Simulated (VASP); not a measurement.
Wanted: the native input for a VASP 6.6.1 run.

| Item | Value |
| --- | --- |
| Task | relaxation of cell and atoms |
| Functional | PBE |
| Potentials or basis | VASP PAW PBE potentials, release 64 (Ba_sv) |
| Cutoff | 600 eV |
| k mesh | 6 × 6 × 6 |
| Occupations | fermi-dirac, width 0.1 eV |
| Spin | no spin polarisation |
| Dipole correction | no |
| Further INCAR settings | ALGO = Normal; EDIFF = 1e-06; IBRION = 2; EDIFFG = -0.01; NSW = 80; ISIF = 3 |

The structure of Ba lies in POSCAR:

```
Ba
1.0
    0.0000000000      4.3860266073      4.3860266073
    4.3860266073      0.0000000000      4.3860266073
    4.3860266073      4.3860266073      0.0000000000
Ba
2
Direct
    0.1250000000      0.1250000000      0.1250000000
    0.8750000000      0.8750000000      0.8750000000
```

This isn't the form of Ba at room conditions, which is bcc.

These files were run (other wordings do the same):

INCAR

```
PREC = Accurate
ENCUT = 600
EDIFF = 1E-6
ISMEAR = -1
SIGMA = 0.1
LREAL = False
LASPH = True
NELM = 80
ALGO = Normal
ISIF = 3
LWAVE = False
LCHARG = False
GGA = PE
IBRION = 2
NSW = 80
EDIFFG = -0.01
```

KPOINTS

```
regular mesh
0
Gamma
  6 6 6
```

Potentials or basis: VASP PAW PBE potentials, release 64 (Ba_sv).

The run is started by

```bash
$ cat potpaw_PBE.64/Ba_sv/POTCAR > POTCAR
$ mpirun -np 1 vasp_std > vasp.out
```

Results of the run:

```json
{"Relaxed volume": "60.83 Å³/atom", "Relaxed cell": "a = 5.562 Å, b = 5.562 Å, c = 5.562 Å, α = 60.00°, β = 60.00°, γ = 60.00°", "Space group after relaxing (to 0.1 Å)": "Fd-3m (No. 227)", "Energy gained by relaxing": "28.7 meV/atom", "Ionic steps": "9", "Pressure after relaxing": "0.0 GPa", "Band gap on the k mesh": "zero (bands 10 and 11 overlap by 0.17 eV)"}
```

Caveat: the volume moved by over 15 % at a fixed basis, so the end points are rough; spin-orbit coupling is left out, which moves the levels of the heavy elements.

Run time: 13 min on 1 thread of Intel Xeon 8259CL, on a shared host, peak memory 0.35 GiB.
